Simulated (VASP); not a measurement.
Here is a VASP 6.6.1 calculation.

The input INCAR:

```
ALGO = Normal
EDIFF = 1E-8
ENCUT = 520
GGA = PE
ISIF = 2
ISMEAR = -1
LASPH = True
LCHARG = False
LEFG = True
LREAL = False
LWAVE = False
NBANDS = 8
NELM = 80
PREC = Accurate
SIGMA = 0.05
```

The input KPOINTS:

```
k-points
0
Gamma
  14 14 14
```

The input POSCAR:

```
Al
1.0
    0.0000000000      2.0636759603      2.0636759603
    2.0636759603      0.0000000000      2.0636759603
    2.0636759603      2.0636759603      0.0000000000
Al
1
Direct
    0.0000000000      0.0000000000      0.0000000000
```

Potentials or basis: VASP PAW PBE potentials, release 64 (Al).

Run with:

```sh
$ cat potpaw_PBE.64/Al/POTCAR > POTCAR
$ mpirun -np 1 vasp_std > vasp.out
```

Question: Estimate the pressure.

Answer: -4.4 GPa.

Caveat: without QUAD_EFG the Cq values of the log hold for a quadrupole moment of 1 mb, not for the nuclei.
